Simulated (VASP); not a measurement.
Si2Mo:

```xyz
3
Lattice="-1.6000 1.6000 4.0091 1.6000 -1.6000 4.0091 1.6000 1.6000 -4.0091" Properties=species:S:1:pos:R:3 pbc="T T T"
Mo    0.0000    0.0000    0.0000
Si    0.0000    0.0000    5.3482
Si    0.0000    0.0000    2.6701
```

```yaml
Program: VASP 6.6.1
Task: relaxation of the atoms
Functional: PBEsol
Potentials_or_basis: VASP PAW PBE potentials, release 64 (Mo_sv, Si)
Cutoff: 520 eV
k_mesh: 10 × 10 × 10
Occupations: fermi-dirac, width 0.05 eV
Spin: no spin polarisation
```

At the start: pressure -6.6 GPa; volume 13.68 Å³/atom.

**Question.** Where does the relaxation end?

**Answer.** Over 3 steps the energy falls by 3.0 meV/atom at a fixed cell; space group I4/mmm (No. 139, to 0.1 Å) before and after.

The path:
```csv
step,energy change (eV),largest force (eV/Å),pressure (GPa)
1,0.0000,0.3699,-6.64
2,-0.0083,0.0952,-6.33
3,-0.0089,0.0005,-6.21
```

Final structure:
```
Mo Si
1.0
    -1.60000    1.60000    4.00911
     1.60000   -1.60000    4.00911
     1.60000    1.60000   -4.00911
Mo Si
1 2
Direct
  0.00000 0.00000 0.00000
  0.66403 0.66403 0.00000
  0.33597 0.33597 0.00000
```

Caveat: the PAW data sets were made with another functional, which shifts forces and pressure a little.
